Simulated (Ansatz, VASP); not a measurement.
**One calculation of Zn, two programs**

```
Zn
1.0
     2.58428    0.00000    0.00000
    -1.29214    2.23805    0.00000
     0.00000    0.00000    9.68378
Zn
4
Direct
  0.00000 0.00000 0.00000
  0.00000 0.00000 0.50000
  0.33333 0.66667 0.25000
  0.66667 0.33333 0.75000
```

Alike in both runs: task single point; functional RPBE; k mesh 15 × 15 × 4; occupations fermi-dirac, width 0.1 eV; no spin polarisation.

|  | VASP | Ansatz |
| --- | --- | --- |
| version | VASP 6.6.1 | Ansatz 0.2.0 |
| potentials or method | VASP PAW PBE potentials, release 64 (Zn), cutoff 520 eV | plane waves (420 eV) with PAW, scalar-relativistic |
| valence electrons in the cell | 48 | 48 |

|  | VASP | Ansatz | Ansatz less VASP |
| --- | --- | --- | --- |
| pressure (GPa) | 11.6 | 11.2 | -0.45 |
| traceless stress, the component that is largest in VASP (GPa) | -0.75 | -0.54 | +0.217 |

VASP's potentials were made for PBE, not for RPBE.
